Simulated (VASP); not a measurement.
KCl: single point with LDA

KCl:

```
K Cl
1.0
     0.00000    3.06142    3.15610
     3.06142    0.00000    3.15610
     3.06142    3.06142    0.00000
K Cl
1 1
Cartesian
  0.0000 0.0000 0.0000
  3.0614 3.0614 3.1561
```

This cell differs from its parent crystal: strain -0.0300 x Voigt [1, 1, 0, 0, 0, 0].

```yaml
Program: VASP 6.6.1
Task: single point
Functional: LDA
Potentials_or_basis: VASP PAW LDA potentials, release 64 (K_sv, Cl)
Cutoff: 520 eV
k_mesh: 6 × 6 × 6
Occupations: gaussian, width 0.05 eV
Spin: no spin polarisation
Dipole_correction: no
Further_INCAR_settings: ALGO = Normal; EDIFF = 1e-06; NBANDS = 15
```

The pressure is -1.0 GPa and the band gap on the k mesh is 4.91 eV.

Stress tensor (GPa, compression positive):
```
-0.62  0.00  0.00
 0.00 -0.62  0.00
 0.00  0.00 -1.77
```

Levels at points of the mesh, in eV from the valence-band top:
| k point | band 5 | band 6 | band 7 | band 8 | band 9 | band 10 | band 11 | band 12 |
| --- | --- | --- | --- | --- | --- | --- | --- | --- |
| (0.00, 0.00, 0.00) | -10.42 | -0.03 | 0.00 | 0.00 | 4.91 | 7.96 | 8.17 | 8.17 |
| (0.50, 0.00, 0.00) | -10.13 | -1.24 | -0.40 | -0.40 | 7.32 | 8.44 | 10.42 | 10.46 |
| (0.50, 0.50, 0.00) | -10.49 | -0.78 | -0.23 | -0.23 | 6.14 | 8.19 | 9.82 | 10.09 |
| (0.50, 0.00, 0.50) | -10.49 | -0.72 | -0.27 | -0.27 | 6.09 | 8.21 | 10.00 | 10.17 |

It took 50 s on 1 thread of Intel Xeon 8259CL (shared host), peak memory 0.17 GiB.

Caveat: the cell differs from its parent crystal (strain -0.0300 x Voigt [1, 1, 0, 0, 0, 0]).
